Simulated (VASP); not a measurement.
# Ge (I4_1/amd) in VASP: single point with PBE

Aim: the single point of Ge with PBE.

Everything below comes from runs of VASP 6.6.1. Logs are shortened: lines on timing, memory, paths and dates and some standing lists are left out, and cuts for length are marked.

### 1 The cell of the first run

Symmetry: I4_1/amd, No. 141, tetragonal system. Conventional cell: a = 4.122 Å, b = 4.122 Å, c = 5.529 Å, α = 90.00°, β = 90.00°, γ = 90.00°. Within 3.3 Å of Ge (site symmetry -4m2) lie 4 Ge at 2.48 Å.

### 2 Single point, PBE (uniaxial strain along c: -4.0 %, then relaxed in part)

INCAR reads:

```
ALGO = Normal ; EDIFF = 1E-6
ENCUT = 520 ; GGA = PE
ISIF = 2 ; ISMEAR = 0
LASPH = True ; LCHARG = False
LREAL = False ; LWAVE = False
NBANDS = 36 ; NELM = 100
PREC = Accurate ; SIGMA = 0.1
```

KPOINTS reads:

```
k-points
0
Gamma
  14 14 10
```

POSCAR reads:

```
Ge
1.0
    2.9145248999      2.9145248999      0.0000000000
   -2.9145248999      2.9145248999      0.0000000000
    0.0000000000      0.0000000000      5.5292464473
Ge
4
Direct
    0.5000000000      0.5000000000      0.5000000000
    0.5000000000      0.0000000000      0.2500000000
    0.0000000000      0.0000000000      0.0000000000
    0.0000000000      0.5000000000      0.7500000000
```

Potentials or basis: VASP PAW PBE potentials, release 64 (Ge_d).

Started as:

```sh
cat potpaw_PBE.64/Ge_d/POTCAR > POTCAR
mpirun -np 1 vasp_std > vasp.out
```

OUTCAR:

```text
EDIFF = 1E-6
   ENCUT = 520
   GGA = PE
   ISIF = 2
   ISMEAR = 0
   LASPH = True
   LREAL = False
   NELM = 100
   PREC = Accurate

 ion  position               nearest neighbor table
   1  0.500  0.500  0.500-   2 2.48   4 2.48   2 2.48   4 2.48
   2  0.500  0.000  0.250-   1 2.48   3 2.48   1 2.48   3 2.48
   3  0.000  0.000  0.000-   2 2.48   4 2.48   4 2.48   2 2.48
   4  0.000  0.500  0.750-   1 2.48   3 2.48   3 2.48   1 2.48

  LATTYP: Found a simple tetragonal cell.
 ALAT       =     4.1217606413
 C/A-ratio  =     1.3414768417

  Lattice vectors:

 A1 = (   2.9145248999,   2.9145248999,   0.0000000000)
 A2 = (  -2.9145248999,   2.9145248999,   0.0000000000)
 A3 = (   0.0000000000,   0.0000000000,   5.5292464473)

Analysis of symmetry for initial positions (statically):
=====================================================================
 Subroutine PRICEL returns following result:

  LATTYP: Found a body centered tetragonal cell.
 ALAT       =     4.1217606413
 C/A-ratio  =     1.3414768417

  Lattice vectors:

 A1 = (   0.0000000000,  -2.9145248999,  -2.7646232237)
 A2 = (   0.0000000000,   2.9145248999,  -2.7646232237)
 A3 = (   2.9145248999,   0.0000000000,   2.7646232237)

   2 primitive cells build up your supercell.

 Routine SETGRP: Setting up the symmetry group for a
 simple tetragonal supercell.

 Subroutine GETGRP returns: Found 16 space group operations
 (whereof  8 operations were pure point group operations)
 out of a pool of 16 trial point group operations.

The static configuration has the point symmetry D_2d.
 The point group associated with its full space group is D_4h.

Analysis of symmetry for dynamics (positions and initial velocities):
=====================================================================
 Subroutine PRICEL returns following result:

  LATTYP: Found a body centered tetragonal cell.
 ALAT       =     4.1217606413
 C/A-ratio  =     1.3414768417

  Lattice vectors:

 A1 = (   0.0000000000,  -2.9145248999,  -2.7646232237)
 A2 = (   0.0000000000,   2.9145248999,  -2.7646232237)
 A3 = (   2.9145248999,   0.0000000000,   2.7646232237)

   2 primitive cells build up your supercell.
[... 96 lines left out ...]
   ions per type =               4
   NGX,Y,Z   is equivalent  to a cutoff of  12.91, 12.91, 12.63 a.u.
   NGXF,Y,Z  is equivalent  to a cutoff of  25.81, 25.81, 25.26 a.u.
 SYSTEM =  unknown system
   PREC   = accura    normal or accurate (medium, high low for compatibility)
   ISTART =      0    job   : 0-new  1-cont  2-samecut
   ICHARG =      2    charge: 1-file 2-atom 10-const
   ISPIN  =      1    spin polarized calculation?
   LNONCOLLINEAR =      F non collinear calculations
   LSORBIT =      F    spin-orbit coupling
   LASPH  =      T    aspherical Exc in radial PAW
   ENCUT  =  520.0 eV  38.22 Ry    6.18 a.u.   7.66  7.66 10.28*2*pi/ulx,y,z
   NELM   =    100;   NELMIN=  2; NELMDL= -5     # of ELM steps
   EDIFF  = 0.1E-05   stopping-criterion for ELM
   LREAL  =      F    real-space projection
   EDIFFG = 0.1E-04   stopping-criterion for IOM
   NSW    =      0    number of steps for IOM
   IBRION =     -1    ionic relax: 0-MD 1-quasi-New 2-CG
   NFREE  =      0    steps in history (QN), initial steepest desc. (CG)
   ISIF   =      2    stress and relaxation
   ISYM   =      2    0-nonsym 1-usesym 2-fastsym
   POTIM  = 0.5000    time-step for ionic-motion
   TEBEG  =    0.0;   TEEND  =   0.0 temperature during run
   PSTRESS=    0.0 pullay stress
   NELECT =      56.0000    total number of electrons
   NUPDOWN=      -1.0000    fix difference up-down
   EMIN   =  10.00;   EMAX   =-10.00  energy-range for DOS
   EFERMI =   0.00;   METHOD = LEGACY
   ISMEAR =     0;   SIGMA  =   0.10  broadening in eV -4-tet -1-fermi 0-gaus
   EFERMI_NEDOS =   21; number of points for ismear=-14 and -15
   IALGO  =     38    algorithm
   IMIX   =      4    mixing-type and parameters
     AMIX     =   0.40;   BMIX     =  1.00
     AMIX_MAG =   1.60;   BMIX_MAG =  1.00
  volume/ion in A,a.u.               =      23.48       158.48
  Fermi-wavevector in a.u.,A,eV,Ry     =   1.377824  2.603709 25.829278  1.898398
  Thomas-Fermi vector in A             =   2.502942
   LORBIT       =      0    0 simple, 1 ext, 2 COOP (PROOUT), +10 PAW based schemes
   GGA     = PE    functional components
   LHFCALC =     F    Hartree Fock is set to
   AEXX    =    0.0000 exact exchange contribution
   IVDW    =     0    specifies the selected vdW correction
   LEPSILON=     F    determine dielectric tensor
   LRPA    =     F    only Hartree local field effects (RPA)
 non-spin polarized calculation
 Gauss-broadening in eV      SIGMA  =   0.10
  energy-cutoff  :      520.00
  volume of cell :       93.94
 maximum number of plane-waves:      2560
 NGX is ok and might be reduce to    32
   NGX = 15   NGY = 15   NGZ = 21

 number of electron      56.0000040 magnetization

 Free energy of the ion-electron system (eV)
  ---------------------------------------------------
  ext. energy  EPLUGINS =         0.00000000
  ---------------------------------------------------
  free energy    TOTEN  =       -18.03443607 eV

  energy without entropy =      -18.03383744  energy(sigma->0) =      -18.03413675

 E-fermi :   4.6930     XC(G=0):  -9.7561

 val. band max:        4.6819709063   @ k =   0.0714   0.0000   0.0000
 cond. band min:       4.7630484634   @ k =   0.4286   0.0000   0.4000
 fundamental gap:      0.0810775570
 Fermi energy:         4.6929781633

 k-point     1 :       0.0000    0.0000    0.0000
  band No.  band energies     occupation
      1     -20.1475      2.00000
      2     -20.1475      2.00000
      3     -20.1324      2.00000
      4     -20.1211      2.00000
      5     -20.1211      2.00000
      6     -20.0931      2.00000
[... 925 lines left out ...]
     35      10.6682      0.00000
     36      11.2254      0.00000

 [... further k-points ...]
[... 5 lines left out ...]
  --------------------------------------------------------------------------------------
  -------------------------------------------------------------------------------------
  Total       -0.0262477     -0.0262477      1.8836963      0.0000000      0.0000000      0.0000000
  in kB       -0.4476832     -0.4476832     32.1284655      0.0000000      0.0000000      0.0000000
  external PRESSURE =      10.4110330 kB  Pullay stress =       0.0000000 kB

 VOLUME and BASIS-vectors are now :
 -----------------------------------------------------------------------------
  energy-cutoff  :      520.00
  volume of cell :       93.94
      direct lattice vectors                 reciprocal lattice vectors
     2.914524900  2.914524900  0.000000000     0.171554547  0.171554547  0.000000000
    -2.914524900  2.914524900  0.000000000    -0.171554547  0.171554547  0.000000000
     0.000000000  0.000000000  5.529246447     0.000000000  0.000000000  0.180856471

 POSITION                                       TOTAL-FORCE (eV/Angst)
 -----------------------------------------------------------------------------------
      0.00000      2.91452      2.76462        -0.000000     -0.000000      0.000000
      1.45726      1.45726      1.38231         0.000000      0.000000     -0.000000
      0.00000      0.00000      0.00000        -0.000000     -0.000000     -0.000000
     -1.45726      1.45726      4.14693         0.000000      0.000000     -0.000000
 -----------------------------------------------------------------------------------
    total drift:                               -0.000000      0.000000     -0.000000

  FREE ENERGIE OF THE ION-ELECTRON SYSTEM (eV)
  ---------------------------------------------------
  free  energy   TOTEN  =       -18.0344360719 eV

  energy  without entropy=      -18.0338374356  energy(sigma->0) =      -18.03413675
```

OSZICAR:

```text
N       E                     dE             d eps       ncg     rms          rms(c)
DAV:   1     0.499782350809E+03    0.49978E+03   -0.28126E+04 17792   0.424E+03
DAV:   2     0.687112594848E+02   -0.43107E+03   -0.42006E+03 15560   0.820E+02
DAV:   3    -0.134742613125E+02   -0.82186E+02   -0.81034E+02 16868   0.207E+02
DAV:   4    -0.180912812492E+02   -0.46170E+01   -0.46004E+01 18220   0.568E+01
DAV:   5    -0.181844956048E+02   -0.93214E-01   -0.93194E-01 17372   0.910E+00    0.430E+00
DAV:   6    -0.180845746217E+02    0.99921E-01   -0.61642E-02 17168   0.202E+00    0.255E+00
DAV:   7    -0.180304500468E+02    0.54125E-01   -0.94616E-02 16608   0.223E+00    0.189E-01
DAV:   8    -0.180337378879E+02   -0.32878E-02   -0.12619E-02 17344   0.113E+00    0.774E-02
DAV:   9    -0.180343952841E+02   -0.65740E-03   -0.71048E-04 16844   0.140E-01    0.207E-02
DAV:  10    -0.180344302557E+02   -0.34972E-04   -0.77849E-05 18776   0.873E-02    0.688E-03
DAV:  11    -0.180344351438E+02   -0.48881E-05   -0.15083E-05 14124   0.228E-02    0.365E-03
DAV:  12    -0.180344360719E+02   -0.92806E-06   -0.15037E-06 11904   0.102E-02
   1 F= -.18034436E+02 E0= -.18034137E+02  d E =-.598636E-03
```

It took 17 min on 1 thread of Oxide Virtual Turin-like, shared host; peak memory 0.53 GiB.

What came out:

```yaml
Free_energy: -18.0344 eV
Pressure: 1.0 GPa
Band_gap_on_the_k_mesh: zero (band 28 reaches 4.68 eV, above the bottom of band 29 at 4.67 eV)
```

Stress tensor (GPa, compression positive):
```
-0.04  0.00  0.00
 0.00 -0.04  0.00
 0.00  0.00  3.21
```

Levels at points of the mesh, in eV from the Fermi level:
| k point | band 24 | band 25 | band 26 | band 27 | band 28 | band 29 | band 30 | band 31 | band 32 | band 33 |
| --- | --- | --- | --- | --- | --- | --- | --- | --- | --- | --- |
| (0.00, 0.00, 0.00) | -3.23 | -3.23 | -0.37 | -0.18 | -0.18 | 0.20 | 0.49 | 0.49 | 2.33 | 2.59 |
| (0.50, 0.00, 0.00) | -6.43 | -3.57 | -3.57 | -1.73 | -1.73 | 1.59 | 1.59 | 4.70 | 4.70 | 5.17 |
| (0.50, 0.50, 0.00) | -8.88 | -2.87 | -2.87 | -2.87 | -2.87 | 0.89 | 0.89 | 0.89 | 0.89 | 9.00 |
| (0.00, 0.00, 0.50) | -4.62 | -2.17 | -2.17 | -2.17 | -2.17 | 0.69 | 0.69 | 2.66 | 2.66 | 5.67 |
| (0.50, 0.00, 0.50) | -7.48 | -1.62 | -1.62 | -1.18 | -1.18 | -0.02 | -0.02 | 3.53 | 3.53 | 3.88 |
| (0.50, 0.50, 0.50) | -8.77 | -3.78 | -3.78 | -3.78 | -3.78 | 4.56 | 4.56 | 4.56 | 4.56 | 5.03 |

Caveat: the cell differs from its parent crystal (uniaxial strain along c: -4.0 %, then relaxed in part).
